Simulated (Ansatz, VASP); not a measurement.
## One calculation of Ti, two programs

POSCAR

```
Ti
1.0
   -1.4485805760      1.4485805760      2.0482929345
    1.4485805760     -1.4485805760      2.0482929345
    1.4485805760      1.4485805760     -2.0482929345
Ti
1
Direct
    0.0000000000      0.0000000000      0.0000000000
```

File INCAR.step1:

```
SYSTEM = Ti
ALGO = Normal ; EDIFF = 1E-4
ENCUT = 520 ; GGA = PE
ISMEAR = 0 ; LASPH = .TRUE.
LCHARG = .FALSE. ; LREAL = .FALSE.
LWAVE = .TRUE. ; NBANDS = 12
NELM = 80 ; PREC = Accurate
SIGMA = 0.15
```

The input INCAR.step2:

```
SYSTEM = Ti
ALGO = Normal ; EDIFF = 1E-6
ENCUT = 520 ; ISIF = 2
ISMEAR = 0 ; ISTART = 1
LASPH = .TRUE. ; LCHARG = .FALSE.
LMIXTAU = .TRUE. ; LREAL = .FALSE.
LWAVE = .FALSE. ; METAGGA = R2SCAN
NBANDS = 12 ; NELM = 80
PREC = Accurate ; SIGMA = 0.15
```

The input KPOINTS:

```
k-points
0
G
  28 28 28
  0 0 0
```

Input for Ansatz:

```yaml
crystal:
  lattice:
    - [-1.448580576, 1.448580576, 2.0482929345]
    - [1.448580576, -1.448580576, 2.0482929345]
    - [1.448580576, 1.448580576, -2.0482929345]
  atoms:
    - { symbol: Ti, position: [0.0, 0.0, 0.0] }
basis:
  ecutwfc: 500
kpoints:
  mp_grid: { grid: [28, 28, 28] }
hamiltonian:
  xc: r2scan
scf:
  occupations: { method: gaussian, width: 0.15 }
output:
  forces: true
  stress: true
  eigenvalues: true
```

Alike in both runs: task single point; functional r2SCAN; k mesh 28 × 28 × 28; occupations gaussian, width 0.15 eV; no spin polarisation.

```csv
,VASP,Ansatz
version,VASP 6.6.1,Ansatz 0.2.0
potentials or method,"VASP PAW PBE potentials, release 64 (Ti_sv), cutoff 520 eV","scalar-relativistic, plane waves, PAW"
valence electrons in the cell,12,12
```

|  | VASP | Ansatz | Ansatz less VASP |
| --- | --- | --- | --- |
| gap on the k mesh at the Fermi level (eV) | none | none | - |
| pressure (GPa) | 1.5 | 1.1 | -0.40 |

VASP's potentials were made for PBE, not for r2SCAN. A gap of «none» marks a metal or a gap that the smearing closes. With one functional, cell and mesh, what is left measures potentials, basis and numerics.
